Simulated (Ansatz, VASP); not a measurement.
## Two plane-wave programs on MgO

POSCAR

```
MgO
1.0
    3.4841042127      0.0000000000      0.0000000000
   -1.7420521064      3.0173227576      0.0000000000
    0.0000000000      0.0000000000      4.1856875957
Mg O
2 2
Direct
    0.6666666667      0.3333333333      0.7500000000
    0.3333333333      0.6666666667      0.2500000000
    0.6915231391      0.3830462782      0.2500000000
    0.3581898058      0.7163796116      0.7500000000
```

The input INCAR.step1:

```
ALGO = Normal
EDIFF = 1E-4
ENCUT = 520
GGA = PE
ISMEAR = 0
LASPH = True
LCHARG = False
LREAL = False
LWAVE = True
NBANDS = 16
NELM = 100
PREC = Accurate
SIGMA = 0.05
```

Contents of INCAR.step2:

```
ALGO = Normal
EDIFF = 1E-6
ENCUT = 520
ISIF = 2
ISMEAR = 0
ISTART = 1
LASPH = True
LCHARG = False
LMIXTAU = True
LREAL = False
LWAVE = False
METAGGA = R2SCAN
NBANDS = 16
NELM = 100
PREC = Accurate
SIGMA = 0.05
```

File KPOINTS:

```
k-points
0
Gamma
  6 6 6
```

Input for Ansatz:

```yaml
crystal:
  lattice:
    - [3.4841042127, 0.0, 0.0]
    - [-1.7420521064, 3.0173227576, 0.0]
    - [0.0, 0.0, 4.1856875957]
  atoms:
    - { symbol: Mg, position: [0.6666666667, 0.3333333333, 0.75] }
    - { symbol: Mg, position: [0.3333333333, 0.6666666667, 0.25] }
    - { symbol: O, position: [0.6915231391, 0.3830462782, 0.25] }
    - { symbol: O, position: [0.3581898058, 0.7163796116, 0.75] }
basis:
  ecutwfc: 500
kpoints:
  mp_grid: { grid: [6, 6, 6] }
hamiltonian:
  xc: r2scan
scf:
  occupations: { method: gaussian, width: 0.05 }
output:
  forces: true
  stress: true
  eigenvalues: true
```

Change from the starting cell: all O atoms moved -0.150 Å, as atom 3 towards its neighbour atom 2 (Mg) at 2.012 Å.

Alike in both runs: task single point; functional r2SCAN; k mesh 6 × 6 × 6; occupations gaussian, width 0.05 eV; no spin polarisation.

|  | VASP | Ansatz |
| --- | --- | --- |
| version | VASP 6.6.1 | Ansatz 0.2.0 |
| potentials or method | VASP PAW PBE potentials, release 64 (Mg, O), cutoff 520 eV | scalar-relativistic, plane waves, PAW |
| valence electrons in the cell | 16 | 32 |

|  | VASP | Ansatz | Ansatz less VASP |
| --- | --- | --- | --- |
| gap on the k mesh at the Fermi level (eV) | 4.06 | 4.07 | +0.013 |
| least direct gap on the mesh (eV) | 4.06 | 4.07 | +0.013 |
| pressure (GPa) | 1.3 | 2.0 | +0.72 |
| traceless stress, the component that is largest in VASP (GPa) | 2.72 | 2.54 | -0.182 |
| rms of the force components (eV/Å) | 0.875 | 0.862 | -0.0134 |

VASP's potentials were made for PBE, not for r2SCAN. Atom by atom the forces differ by 0.014 eV/Å (rms over components). VASP's potentials hold 16 valence electrons a cell and Ansatz's 32, so a difference there can come from the potentials and not from the codes.
